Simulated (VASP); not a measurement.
Wanted: the native input for a VASP 6.6.1 run.

```
Task                   : single point
Functional             : PBE
Potentials or basis    : VASP PAW PBE potentials, release 64 (In_d, P)
Cutoff                 : 520 eV
k mesh                 : 8 × 8 × 8
Occupations            : fermi-dirac, width 0.05 eV
Spin                   : no spin polarisation
Dipole correction      : no
Further INCAR settings : ALGO = Normal; EDIFF = 1e-06; NBANDS = 16
```

The structure of InP lies in POSCAR:

```
InP
1.0
    0.0000000000      2.7871711834      2.7871711834
    2.7871711834      0.0000000000      2.7871711834
    2.7871711834      2.7871711834      0.0000000000
In P
1 1
Direct
    0.0000000000      0.0000000000      0.0000000000
    0.5000000000      0.5000000000      0.5000000000
```

This cell differs from its parent crystal: volume scaled by 1.02.

One way to write it, as run:

INCAR

```
  ALGO = Normal
  EDIFF = 1E-6
  ENCUT = 520
  GGA = PE
  ISIF = 2
  ISMEAR = -1
  LASPH = T
  LCHARG = F
  LREAL = F
  LWAVE = F
  NBANDS = 16
  NELM = 80
  PREC = Accurate
  SIGMA = 0.05
```

KPOINTS

```
k-points
0
Gamma
  8 8 8
```

Potentials or basis: VASP PAW PBE potentials, release 64 (In_d, P).

Run with:

```console
$ cat potpaw_PBE.64/In_d/POTCAR potpaw_PBE.64/P/POTCAR > POTCAR
$ mpirun -np 1 vasp_std > vasp.out
```

Results of the run:

```yaml
Pressure: -1.5 GPa
Band_gap_on_the_k_mesh: zero (band 9 reaches 7.09 eV, above the bottom of band 10 at 4.54 eV)
```

Caveat: spin-orbit coupling is left out, which moves the levels of the heavy elements.

Run time: 24 s on 1 thread of Intel(R) Xeon(R) 6975P-C (Granite Rapids) (shared host), peak memory 0.17 GiB.
